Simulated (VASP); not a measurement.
# Al33N31 (a cell with a defect) in VASP: single point with PBEsol

Aim: the single point of Al33N31 (a cell with a defect) with PBEsol.

All numbers are computed with VASP 6.6.1; they aren't measurements. Logs are shortened: lines on timing, memory, paths and dates and some standing lists are left out, and cuts for length are marked.

### Step 1. The cell of the first run

The cell holds a defect, 64 atoms: a = 8.755 Å, b = 8.755 Å, c = 8.755 Å, α = 90.00°, β = 90.00°, γ = 90.00°.

### Step 2. Single point, PBEsol, collinear spin

INCAR

```
PREC = Accurate ; ENCUT = 520
EDIFF = 1E-6 ; ISMEAR = -1
SIGMA = 0.05 ; LREAL = Auto
LASPH = T ; NELM = 200
ALGO = Normal ; ISIF = 2
LWAVE = F ; LCHARG = F
ISPIN = 2 ; MAGMOM = 0 0 0 0 0 0 0 0.2 0.2 0 0 0 0 0 0 0 0.2 0 0 0 0 0 0 0 0.2 0 0 0 0 0 0 0 0.2 0 0 0 0 0 0 0 0 0 0 0 0 0 0 0 0 0 0 0 0 0 0 0 0 0 0 0 0 0 0 0
LORBIT = 11 ; GGA = PS
NBANDS = 169 ; NELECT = 251.0
ISYM = -1 ; GGA_COMPAT = F
```

KPOINTS

```
explicit points
1
Reciprocal
  0.25000000   0.25000000   0.25000000 1
```

POSCAR

```
Al33N31
1.0
    8.7554440000      0.0000000000      0.0000000000
    0.0000000000      8.7554440000      0.0000000000
    0.0000000000      0.0000000000      8.7554440000
Al N
33 31
Direct
    0.0015870000      0.0002950000      0.0018250000
    0.0044960000      0.0046170000      0.5012220000
    0.0020100000      0.4969770000      0.0022820000
    0.0019580000      0.4951750000      0.5017990000
    0.5010730000      0.0045930000      0.0047500000
    0.5016220000      0.0158350000      0.5018200000
    0.5016400000      0.4951450000      0.0022060000
    0.4870210000      0.4607760000      0.4876030000
    0.5146830000      0.7264470000      0.5148150000
    0.2496630000      0.2485520000      0.0007280000
    0.2456880000      0.2450220000      0.5003720000
    0.2472140000      0.7488570000      0.0029050000
    0.2293590000      0.7479790000      0.4997520000
    0.7532960000      0.2486010000      0.0025900000
    0.7534660000      0.2471770000      0.5014050000
    0.7558070000      0.7489730000      0.0041710000
    0.7862220000      0.7602260000      0.5001170000
    0.2490990000      0.0000500000      0.2493290000
    0.2493660000      0.0000850000      0.7541220000
    0.2474390000      0.4959420000      0.2475140000
    0.2511810000      0.4974780000      0.7516850000
    0.7538740000      0.9999290000      0.2496450000
    0.7538080000      0.0007500000      0.7540530000
    0.7514190000      0.4974640000      0.2514960000
    0.7599760000      0.4936500000      0.7600570000
    0.0004640000      0.2485670000      0.2498430000
    0.0023150000      0.2485610000      0.7535170000
    0.0025670000      0.7488680000      0.2474400000
    0.0039800000      0.7490440000      0.7559940000
    0.5001800000      0.2451470000      0.2459920000
    0.5011840000      0.2471360000      0.7537190000
    0.4995890000      0.7479650000      0.2295220000
    0.4994550000      0.7602240000      0.7863100000
    0.1260390000      0.1246530000      0.1262510000
    0.1278020000      0.1229030000      0.6277330000
    0.1261760000      0.6231730000      0.1264400000
    0.1234020000      0.6215310000      0.6287320000
    0.6275200000      0.1229520000      0.1280700000
    0.6284470000      0.1251430000      0.6286960000
    0.6285810000      0.6214480000      0.1236470000
    0.3763400000      0.3734410000      0.1267770000
    0.3701310000      0.3644550000      0.6291350000
    0.3739550000      0.8765740000      0.1231650000
    0.3832520000      0.8638770000      0.6214400000
    0.8761590000      0.3746410000      0.1269550000
    0.8746470000      0.3748560000      0.6258790000
    0.8770430000      0.8740290000      0.1283880000
    0.8876030000      0.8817040000      0.6325090000
    0.3745900000      0.1247250000      0.3748100000
    0.3768870000      0.1224370000      0.8761620000
    0.3762320000      0.6289440000      0.3763380000
    0.3753310000      0.6216000000      0.8806150000
    0.8759140000      0.1224780000      0.3770570000
    0.8773700000      0.1254070000      0.8776370000
    0.8802450000      0.6216360000      0.3755920000
    0.8774550000      0.6253400000      0.8776230000
    0.1266260000      0.3734730000      0.3764700000
    0.1266520000      0.3745870000      0.8764490000
    0.1229120000      0.8765550000      0.3741500000
    0.1282840000      0.8740680000      0.8772590000
    0.6287560000      0.3647330000      0.3706250000
    0.6257270000      0.3749260000      0.8747790000
    0.6212370000      0.8637930000      0.3834970000
    0.6321700000      0.8814490000      0.8876700000
```

Potentials or basis: VASP PAW PBE potentials, release 64 (Al, N).

Run with:

```sh
$ cat potpaw_PBE.64/Al/POTCAR potpaw_PBE.64/N/POTCAR > POTCAR
$ mpirun -np 1 vasp_std > vasp.out
```

OUTCAR:

```text
PREC = Accurate
   ENCUT = 520
   EDIFF = 1E-6
   ISMEAR = -1
   LREAL = Auto
   LASPH = T
   NELM = 200
   ISIF = 2
   ISPIN = 2
   LORBIT = 11
   GGA = PS
   NELECT = 251.0
   ISYM = -1

 ion  position               nearest neighbor table
   1  0.002  0.000  0.002-  34 1.89  54 1.89  47 1.91  60 1.91  18 3.06  19 3.07  22 3.07  23 3.07
                            26 3.07  10 3.07  27 3.07  14 3.07  28 3.08  12 3.08  29 3.08  16 3.08
   2  0.004  0.005  0.501-  35 1.86  53 1.87  48 1.88  59 1.89  17 2.87  11 2.98  13 2.99  15 3.06
                            26 3.07  27 3.07  18 3.07  19 3.08  22 3.11  23 3.12  28 3.15  29 3.16
   3  0.002  0.497  0.002-  45 1.88  58 1.88  36 1.89  56 1.91  25 3.00  20 3.04  26 3.07  10 3.07
                            14 3.08  28 3.08  12 3.08  27 3.08  16 3.08  29 3.09  21 3.09  24 3.09
   4  0.002  0.495  0.502-  57 1.88  46 1.88  55 1.89  37 1.89  13 2.98  17 2.99  11 3.06  15 3.07
                            27 3.09  26 3.09  21 3.09  20 3.09  25 3.10  24 3.10  28 3.15  29 3.15
   5  0.501  0.005  0.005-  38 1.86  50 1.87  64 1.88  43 1.89  33 2.87  30 2.98  32 2.99  31 3.06
                            10 3.07  14 3.07  18 3.07  22 3.08  19 3.11  23 3.12  12 3.15  16 3.16
   6  0.502  0.016  0.502-  49 1.84  39 1.84  44 1.99  63 1.99   9 2.54  15 2.99  31 2.99  11 3.01
                            30 3.01  23 3.13  22 3.13  19 3.13  18 3.13  13 3.34  32 3.34  33 3.35
   7  0.502  0.495  0.002-  41 1.88  62 1.88  52 1.89  40 1.89  32 2.98  33 2.99  30 3.06  31 3.07
                            14 3.08  10 3.09  24 3.09  20 3.09  25 3.10  21 3.10  16 3.15  12 3.15
   8  0.487  0.461  0.488-  42 1.81  61 1.82  51 2.01   9 2.35  11 2.84  30 2.84  20 2.99  31 2.99
                            15 2.99  21 3.12  24 3.12
   9  0.515  0.726  0.515-  63 1.91  44 1.91  51 1.92   8 2.35  33 2.40  17 2.40  32 2.51  13 2.51
                             6 2.54
  10  0.250  0.249  0.001-  34 1.89  58 1.89  41 1.91  50 1.91  20 3.06  27 3.06  19 3.07   5 3.07
                            30 3.07   3 3.07   1 3.07  18 3.08  21 3.08  26 3.09  31 3.09   7 3.09
  11  0.246  0.245  0.500-  35 1.86  57 1.88  42 1.88  49 1.90   8 2.84   2 2.98   6 3.01   4 3.06
                            26 3.07  18 3.07  27 3.07  19 3.09  20 3.12  21 3.12  31 3.15  30 3.15
  12  0.247  0.749  0.003-  60 1.87  36 1.87  43 1.89  52 1.91  33 2.91  32 2.97  28 3.03  29 3.03
                             1 3.08   3 3.08  20 3.08  18 3.08  19 3.10  21 3.11   7 3.15   5 3.15
  13  0.229  0.748  0.500-  59 1.83  37 1.83  51 1.98  44 2.00   9 2.51  28 2.97   4 2.98   2 2.99
                            29 2.99  18 3.12  21 3.12  20 3.13  19 3.14   6 3.34  32 3.35
  14  0.753  0.249  0.003-  54 1.88  45 1.89  38 1.91  62 1.93  25 3.02  26 3.06  22 3.07   5 3.07
                            23 3.07   1 3.07  30 3.07   3 3.08  24 3.08  27 3.08   7 3.08  31 3.10
  15  0.753  0.247  0.501-  53 1.88  61 1.89  46 1.89  39 1.89   8 2.99   6 2.99   2 3.06   4 3.07
                            26 3.09  22 3.09  23 3.09  24 3.10  27 3.10  31 3.12  25 3.13  30 3.15
  16  0.756  0.749  0.004-  47 1.87  56 1.88  64 1.89  40 1.89  33 2.95  32 2.99  28 3.03  29 3.07
                            22 3.07   1 3.08   3 3.08  24 3.09  25 3.09  23 3.11   7 3.15   5 3.16
  17  0.786  0.760  0.500-  48 1.81  55 1.83  63 1.99   9 2.40   2 2.87  28 2.91  29 2.94   4 2.99
                            22 3.05  23 3.08  24 3.18  25 3.27   6 3.35
  18  0.249  0.000  0.249-  34 1.87  43 1.89  59 1.89  49 1.90   1 3.06  11 3.07  30 3.07   2 3.07
                             5 3.07  10 3.08  26 3.08  12 3.08  28 3.08  13 3.12  32 3.12   6 3.13
  19  0.249  0.000  0.754-  60 1.87  35 1.87  50 1.88  44 2.04  33 3.05  10 3.07   1 3.07  27 3.07
                            29 3.07   2 3.08  11 3.09  31 3.09  12 3.10   5 3.11   6 3.13  13 3.14
  20  0.247  0.496  0.248-  36 1.87  41 1.88  57 1.88  51 1.97   8 2.99   3 3.04  10 3.06  26 3.06
                            12 3.08  28 3.08   7 3.09   4 3.09  30 3.12  11 3.12  32 3.13  13 3.13
  21  0.251  0.497  0.752-  58 1.88  37 1.89  42 1.90  52 1.91  27 3.08  10 3.08  29 3.09   4 3.09
                             3 3.09  31 3.10   7 3.10  12 3.11  13 3.12   8 3.12  11 3.12  33 3.18
  22  0.754  1.000  0.250-  47 1.87  38 1.88  53 1.88  63 2.04  17 3.05  26 3.07   1 3.07  14 3.07
                            16 3.07   5 3.08  30 3.09  15 3.09  28 3.09   2 3.11   6 3.13  32 3.14
  23  0.754  0.001  0.754-  54 1.88  48 1.90  64 1.90  39 1.90   1 3.07  27 3.07  14 3.07  17 3.08
                            33 3.08  31 3.09  15 3.09  29 3.11  16 3.11   5 3.12   2 3.12   6 3.13
  24  0.751  0.497  0.251-  45 1.88  40 1.89  61 1.90  55 1.91  14 3.08  26 3.08  16 3.09   7 3.09
                             3 3.09  15 3.10   4 3.10  28 3.11  32 3.12  30 3.12   8 3.12  17 3.18
  25  0.760  0.494  0.760-  56 1.86  46 1.86  62 1.86   3 3.00  27 3.02  14 3.02  29 3.09  16 3.09
                             4 3.10   7 3.10  15 3.13  31 3.13  17 3.27  33 3.27
  26  0.000  0.249  0.250-  34 1.89  45 1.89  57 1.91  53 1.91  20 3.06  14 3.06  22 3.07   2 3.07
                            11 3.07   3 3.07   1 3.07  18 3.08  24 3.08  10 3.09  15 3.09   4 3.09
  27  0.002  0.249  0.754-  54 1.88  58 1.89  35 1.91  46 1.93  25 3.02  10 3.06  19 3.07   2 3.07
                            23 3.07   1 3.07  11 3.07   3 3.08  21 3.08  14 3.08   4 3.09  15 3.10
[... 246 lines left out ...]
  Thomas-Fermi vector in A             =   2.315783
   LORBIT       =     11    0 simple, 1 ext, 2 COOP (PROOUT), +10 PAW based schemes
   GGA     = PS    functional components
   LHFCALC =     F    Hartree Fock is set to
   AEXX    =    0.0000 exact exchange contribution
   IVDW    =     0    specifies the selected vdW correction
   LEPSILON=     F    determine dielectric tensor
   LRPA    =     F    only Hartree local field effects (RPA)
 spin polarized calculation
  energy-cutoff  :      520.00
  volume of cell :      671.17
 maximum number of plane-waves:     18052
 NGX is ok and might be reduce to    70
   NGX = 33   NGY = 33   NGZ = 33

 number of electron     251.0000000 magnetization       0.9933877

 Free energy of the ion-electron system (eV)
  ---------------------------------------------------
  ext. energy  EPLUGINS =         0.00000000
  ---------------------------------------------------
  free energy    TOTEN  =      -510.66515789 eV

  energy without entropy =     -510.66119997  energy(sigma->0) =     -510.66317893

 E-fermi :   8.9498     XC(G=0): -11.0648

 val. band max:        8.6951738811   @ k =   0.2500   0.2500   0.2500
 cond. band min:       9.2365927967   @ k =   0.2500   0.2500   0.2500
 fundamental gap:      0.5414189156
 Fermi energy:         8.9497773102

 spin component 1

 k-point     1 :       0.2500    0.2500    0.2500
  band No.  band energies     occupation
      1      -9.1333      1.00000
      2      -8.5343      1.00000
      3      -8.3365      1.00000
      4      -8.1562      1.00000
      5      -7.9283      1.00000
      6      -7.8268      1.00000
[... 129 lines left out ...]
    136      11.4488      0.00000
    137      11.5532      0.00000
 Fermi energy:         8.9497773102

 spin component 2

 k-point     1 :       0.2500    0.2500    0.2500
  band No.  band energies     occupation
      1      -9.1003      1.00000
      2      -8.5145      1.00000
      3      -8.3274      1.00000
      4      -8.1386      1.00000
      5      -7.9052      1.00000
      6      -7.8201      1.00000
[... 129 lines left out ...]
    136      11.5133      0.00000
    137      11.6259      0.00000
 [bands above 137 left out]

------------------------ aborting loop because EDIFF is reached ----------------------------------------

  FORCE on cell =-STRESS in cart. coord.  units (eV):
  Direction    XX          YY          ZZ          XY          YZ          ZX
  --------------------------------------------------------------------------------------
  -------------------------------------------------------------------------------------
  Total      -12.9487030    -14.1199631    -12.9499203      2.6207370      2.5066244      2.1474120
  in kB      -30.9102365    -33.7061866    -30.9131424      6.2560398      5.9836382      5.1261515
  external PRESSURE =     -31.8431885 kB  Pullay stress =       0.0000000 kB

 VOLUME and BASIS-vectors are now :
 -----------------------------------------------------------------------------
  energy-cutoff  :      520.00
  volume of cell :      671.17
      direct lattice vectors                 reciprocal lattice vectors
     8.755444000  0.000000000  0.000000000     0.114214653  0.000000000  0.000000000
     0.000000000  8.755444000  0.000000000     0.000000000  0.114214653  0.000000000
     0.000000000  0.000000000  8.755444000     0.000000000  0.000000000  0.114214653

 POSITION                                       TOTAL-FORCE (eV/Angst)
 -----------------------------------------------------------------------------------
      0.01389      0.00258      0.01598         0.001831     -0.003423     -0.006165
      0.03936      0.04042      4.38842        -0.018031     -0.002062     -0.001696
      0.01760      4.35125      0.01998        -0.003578     -0.015978     -0.005265
      0.01714      4.33548      4.39347         0.012809      0.000983      0.007369
      4.38712      0.04021      0.04159        -0.005213     -0.007661     -0.023834
      4.39192      0.13864      4.39366         0.007167     -0.011463      0.010108
[... 56 lines left out ...]
      5.43921      7.56289      3.35769         0.001281      0.019483     -0.011594
      5.53493      7.71748      7.77194         0.006808      0.014164     -0.006458
 -----------------------------------------------------------------------------------
    total drift:                                0.009148      0.023352      0.008239

  FREE ENERGIE OF THE ION-ELECTRON SYSTEM (eV)
  ---------------------------------------------------
  free  energy   TOTEN  =      -510.6651578916 eV

  energy  without entropy=     -510.6611999708  energy(sigma->0) =     -510.66317893

 total charge

# of ion       s       p       d       tot
------------------------------------------
    1        0.364   0.436   0.000   0.800
    2        0.370   0.456   0.000   0.826
    3        0.365   0.440   0.000   0.805
    4        0.367   0.445   0.000   0.812
    5        0.370   0.456   0.000   0.826
    6        0.373   0.439   0.000   0.812
[... 56 lines left out ...]
   63        1.220   2.562   0.000   3.782
   64        1.224   2.633   0.000   3.857
--------------------------------------------------
tot         50.051  95.678   0.000 145.729

 magnetization (x)

# of ion       s       p       d       tot
------------------------------------------
    1        0.000   0.000   0.000   0.000
    2        0.001   0.002   0.000   0.003
    3        0.001   0.002   0.000   0.003
    4        0.000   0.000   0.000   0.000
    5        0.001   0.002   0.000   0.003
    6        0.000   0.000   0.000   0.001
[... 56 lines left out ...]
   63        0.000   0.002   0.000   0.002
   64        0.003   0.015   0.000   0.018
--------------------------------------------------
tot          0.081   0.230   0.000   0.311
```

Run time: 11 min. Hardware: 1 thread of Intel Xeon Platinum 8488C (Sapphire Rapids), shared host; peak memory 0.99 GiB.

What came out:

```
Free energy                                           : -510.6652 eV
Largest force                                         : 0.030 eV/Å
Net moment                                            : 0.99 μB per cell
Site moments                                          : Al +0.00, +0.07, +0.04, -0.00, +0.02, +0.01 (each value once); N +0.00, -0.00, +0.02, +0.05, +0.01 (each value once) μB
Valence electrons inside the program's atomic spheres : Al 0.80, 0.83, 0.81, 0.86, 0.90, 0.82, 0.79 (each value once); N 3.84, 3.85, 3.83, 3.78, 3.82, 3.86, 3.80 (each value once)
```

Forces in eV/Å, atoms in the order of the input:
```
Al   0.002 -0.003 -0.006
Al  -0.018 -0.002 -0.002
Al  -0.004 -0.016 -0.005
Al   0.013  0.001  0.007
Al  -0.005 -0.008 -0.024
Al   0.007 -0.011  0.010
Al   0.013  0.005  0.003
Al  -0.018  0.015 -0.017
Al  -0.005  0.015  0.005
Al  -0.001 -0.013 -0.010
Al   0.004  0.012  0.001
Al   0.004  0.009 -0.007
Al   0.010 -0.001  0.002
Al   0.009 -0.002  0.000
Al  -0.011 -0.008  0.002
Al  -0.014 -0.004 -0.011
Al  -0.008  0.014 -0.005
Al  -0.005 -0.002 -0.009
Al   0.022 -0.011  0.008
Al   0.005 -0.009  0.017
Al  -0.011 -0.005 -0.004
Al   0.010  0.000  0.014
Al  -0.004  0.004  0.003
Al  -0.005  0.000 -0.010
Al   0.000  0.008  0.004
Al  -0.001 -0.011  0.002
Al   0.007 -0.004  0.009
Al  -0.002  0.002  0.007
Al  -0.002  0.000 -0.003
Al   0.003  0.002  0.007
Al   0.001 -0.004 -0.007
Al   0.001 -0.002  0.009
Al   0.008  0.022  0.002
N    0.001  0.001  0.005
N   -0.003  0.002 -0.005
N    0.007 -0.002  0.008
N   -0.008 -0.012 -0.001
N   -0.001 -0.003  0.003
N    0.009  0.007  0.002
N   -0.004 -0.003 -0.012
N    0.000 -0.002  0.010
N    0.002  0.001  0.007
N    0.000 -0.003  0.003
N   -0.004  0.011 -0.009
N    0.005 -0.004 -0.010
N   -0.003 -0.001 -0.001
N    0.006  0.000  0.004
N   -0.008  0.007  0.003
N    0.005  0.005  0.001
N    0.004  0.010  0.012
N   -0.021 -0.006 -0.020
N   -0.017 -0.016  0.004
N    0.005  0.006  0.005
N   -0.001  0.007  0.001
N    0.011 -0.008 -0.011
N    0.004  0.000  0.004
N    0.006 -0.002  0.003
N   -0.008  0.000  0.005
N    0.002 -0.003 -0.001
N   -0.007 -0.005  0.014
N    0.007 -0.008  0.001
N   -0.002 -0.003 -0.001
N    0.001  0.019 -0.012
N    0.007  0.014 -0.006
```

Levels at points of the mesh, in eV from the Fermi level:
Spin up:
| k point | band 122 | band 123 | band 124 | band 125 | band 126 | band 127 | band 128 | band 129 | band 130 | band 131 |
| --- | --- | --- | --- | --- | --- | --- | --- | --- | --- | --- |
| (0.25, 0.25, 0.25) | -3.24 | -3.14 | -3.13 | -2.95 | -0.25 | 0.29 | 0.57 | 0.89 | 1.09 | 1.15 |
Spin down:
```
           k point  band 121  band 122  band 123  band 124  band 125  band 126  band 127  band 128  band 129  band 130
(0.25, 0.25, 0.25)     -3.25     -3.24     -3.13     -3.13     -2.77      0.29      0.47      0.75      0.94      1.16
```

Caveat: the cell carries a net charge on a neutralising background, which shifts energy and pressure; the cell is charged against a uniform background, so pressure and absolute levels hang on convention; the PAW data sets were made with another functional, which shifts forces and pressure a little.
